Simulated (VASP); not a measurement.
**TaSb (WC type): relaxation of cell and atoms with PBE**

Crystal: TaSb (WC type).

```
CELL_PARAMETERS angstrom
3.04964 0.00000 0.00000
-1.52482 2.64107 0.00000
0.00000 0.00000 3.88369
ATOMIC_POSITIONS crystal
Ta 0.00000 0.00000 0.00000
Sb 0.33333 0.66667 0.50000
```

- Program: VASP 6.6.1
- Task: relaxation of cell and atoms
- Functional: PBE
- Potentials or basis: VASP PAW PBE potentials, release 64 (Ta_pv, Sb)
- Cutoff: 600 eV
- k mesh: 13 × 13 × 12
- Occupations: fermi-dirac, width 0.05 eV
- Spin: no spin polarisation
- Target pressure: 71 GPa
- Dipole correction: no
- Further INCAR settings: ALGO = Normal; EDIFF = 1e-06; IBRION = 2; EDIFFG = -0.005; NSW = 32; ISIF = 3

```
Relaxed volume                                             : 15.66 Å³/atom
Relaxed cell                                               : a = 3.051 Å, b = 3.051 Å, c = 3.885 Å, α = 90.00°, β = 90.00°, γ = 120.00°
Space group after relaxing (to 0.1 Å)                      : P-6m2 (No. 187)
Energy change on relaxing (the run minimises the enthalpy) : -6.7 meV/atom
Ionic steps                                                : 3
Pressure after relaxing                                    : 71.0 GPa
Band gap on the k mesh                                     : zero (bands 8 and 9 overlap by 1.70 eV)
```

Stress tensor (GPa, compression positive):
```
71.04  0.00  0.00
 0.00 71.04  0.00
 0.00  0.00 70.96
```

The path:
```csv
step,energy change (eV),largest force (eV/Å),pressure (GPa),volume (Å³)
1,0.0000,0.0000,71.42,31.28
2,-0.0807,0.0000,68.99,31.46
3,-0.0134,0.0000,71.01,31.31
```

Final structure:
```cif
data_structure
_symmetry_space_group_name_H-M 'P 1'
_symmetry_Int_Tables_number 1
_cell_length_a 3.0506
_cell_length_b 3.0506
_cell_length_c 3.8850
_cell_angle_alpha 90.000
_cell_angle_beta 90.000
_cell_angle_gamma 120.000
_cell_volume 31.31
loop_
_atom_site_label
_atom_site_type_symbol
_atom_site_fract_x
_atom_site_fract_y
_atom_site_fract_z
_atom_site_occupancy
Ta1 Ta 0.00000 0.00000 0.00000 1
Sb1 Sb 0.33333 0.66667 0.50000 1
```

Levels at points of the mesh, in eV from the Fermi level:
```
           k point  band 4  band 5  band 6  band 7  band 8  band 9  band 10  band 11  band 12
(0.00, 0.00, 0.00)  -15.26   -4.64   -2.98   -1.01   -1.01    1.82     1.82     6.56     7.66
(0.00, 0.00, 0.50)  -13.17   -9.20   -1.30   -0.12   -0.12    0.59     0.59     6.76     6.76
```

Wall time 41 s on 1 thread of Intel(R) Xeon(R) 6975P-C (Granite Rapids), with other jobs on the host, peak memory 0.21 GiB.

Caveat: the cell is relaxed towards a set pressure, so the run minimises the enthalpy, not the energy; spin-orbit coupling is left out, which moves the levels of the heavy elements.
